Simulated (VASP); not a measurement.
Ta:

```
Ta
1.0
    14.00000    0.00000    0.00000
     0.00000   14.40000    0.00000
     0.00000    0.00000   14.80000
Ta
1
Direct
  0.50000 0.50000 0.50000
```

Base run:

- Program: VASP 6.6.1
- Functional: PBE0
- Potentials or basis: VASP PAW PBE potentials, release 64 (Ta_pv)
- Cutoff: 520 eV
- k mesh: 1 × 1 × 1
- Occupations: fermi-dirac, width 0.01 eV
- Spin: collinear spin
- Starting moments: [3.0] μB

Its results: band gap on the k mesh 2.90 eV; pressure 0.0 GPa; net moment 3.00 μB per cell; site moments Ta +2.16 μB.

Problem. The run is repeated on the same cell with these changes: functional from PBE0 to HSE06. What comes out?

Solution. Band gap on the k mesh 2.08 eV; pressure 0.0 GPa; net moment 3.00 μB per cell; site moments Ta +2.16 μB.

Caveats: the PAW data sets were made with another functional, which shifts forces and pressure a little; spin-orbit coupling is left out, which moves the levels of the heavy elements.

A k mesh can miss the band edges.
